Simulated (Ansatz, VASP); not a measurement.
## Two plane-wave programs on Cu

```
Cu
1.0
     0.00000    1.81458    1.81458
     1.81458    0.00000    1.81458
     1.81458    1.81458    0.00000
Cu
1
Direct
  0.00000 0.00000 0.00000
```

Alike in both runs: task single point; functional PBE; k mesh 15 × 15 × 15; occupations fermi-dirac, width 0.3 eV; no spin polarisation.

|  | VASP | Ansatz |
| --- | --- | --- |
| version | VASP 6.6.1 | Ansatz 0.2.0 |
| potentials or method | VASP PAW PBE potentials, release 64 (Cu), cutoff 520 eV | plane waves (420 eV) with PAW, scalar-relativistic |
| valence electrons in the cell | 11 | 19 |

```tsv
	VASP	Ansatz	Ansatz less VASP
pressure (GPa)	1.1	0.5	-0.55
```

With one functional, cell and mesh, what is left measures potentials, basis and numerics. VASP's potentials hold 11 valence electrons a cell and Ansatz's 19, so a difference there can come from the potentials and not from the codes.
